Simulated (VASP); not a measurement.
## Zr2GeW2: single point with PBE

The system is Zr2GeW2.

```
CELL_PARAMETERS angstrom
-1.81773 1.81773 6.12142
1.81773 -1.81773 6.12142
1.81773 1.81773 -6.12142
ATOMIC_POSITIONS crystal
Zr 0.75000 0.25000 0.50000
Zr 0.25000 0.75000 0.50000
Ge 0.00000 0.00000 0.00000
W 0.36000 0.36000 0.00000
W 0.64000 0.64000 0.00000
```

The cell was built from a structure type or drawn by symmetry, and may not be a known phase.

```
Program             : VASP 6.6.1
Task                : single point
Functional          : PBE
Potentials or basis : VASP PAW PBE potentials, release 64 (Zr_sv, Ge_d, W_sv)
Cutoff              : 500 eV
k mesh              : 6 × 6 × 6
Occupations         : gaussian, width 0.1 eV
Spin                : no spin polarisation
```

```yaml
Pressure: 84.7 GPa
Largest_force: 14.345 eV/Å
Band_gap_on_the_k_mesh: zero (bands 33 and 34 overlap by 0.94 eV)
```

Forces in eV/Å, atoms in the order of the input:
```
Zr    0.000   0.000   0.000
Zr    0.000   0.000   0.000
Ge    0.000   0.000   0.000
W     0.000   0.000  14.345
W     0.000   0.000 -14.345
```

Stress tensor (GPa, compression positive):
```
94.41  0.00  0.00
 0.00 94.41  0.00
 0.00  0.00 65.23
```

Levels at points of the mesh, in eV from the Fermi level:
```tsv
k point	band 29	band 30	band 31	band 32	band 33	band 34	band 35	band 36	band 37	band 38
(0.00, 0.00, 0.00)	-2.86	-2.37	-0.62	-0.14	0.25	0.25	0.34	0.34	2.33	3.94
(0.50, 0.00, 0.00)	-2.55	-1.85	-1.61	-1.16	-0.94	-0.03	0.18	1.73	2.60	2.92
(0.50, 0.50, 0.00)	-2.21	-1.70	-0.71	-0.68	-0.64	0.28	0.55	0.87	1.37	2.23
(0.50, 0.50, 0.50)	-2.64	-1.16	-1.16	-0.22	-0.17	1.01	3.13	3.28	3.28	3.40
```

Run time: 6.2 min on 1 thread of Intel Xeon 8259CL, on a shared host, peak memory 0.37 GiB.

Caveat: the cell stands under pressure; spin-orbit coupling is left out, which moves the levels of the heavy elements; forces of over 1 eV/Å act on the atoms, so gaps and moduli don't describe the material at rest.
